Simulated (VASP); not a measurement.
## Be: single point with PBEsol

Be:

```
CELL_PARAMETERS angstrom
-1.03963 1.03963 1.03963
1.03963 -1.03963 1.03963
1.03963 1.03963 -1.03963
ATOMIC_POSITIONS crystal
Be 0.00000 0.00000 0.00000
```

This cell differs from its parent crystal: volume scaled by 0.58.

```yaml
Program: VASP 6.6.1
Task: single point
Functional: PBEsol
Potentials_or_basis: VASP PAW PBE potentials, release 64 (Be)
Cutoff: 520 eV
k_mesh: 23 × 23 × 23
Occupations: fermi-dirac, width 0.1 eV
Spin: no spin polarisation
```

```
Pressure               : 169.0 GPa
Band gap on the k mesh : zero (band 1 reaches 19.16 eV, above the bottom of band 2 at 11.60 eV)
```

Levels at points of the mesh, in eV from the Fermi level:
```tsv
k point	band 1	band 2	band 3	band 4	band 5
(0.00, 0.00, 0.00)	-15.46	30.35	30.35	30.35	44.27
```

It took 8 s on 1 thread of Intel Xeon 6975P-C (shared host), peak memory 0.11 GiB.

Caveat: the PAW data sets were made with another functional, which shifts forces and pressure a little.
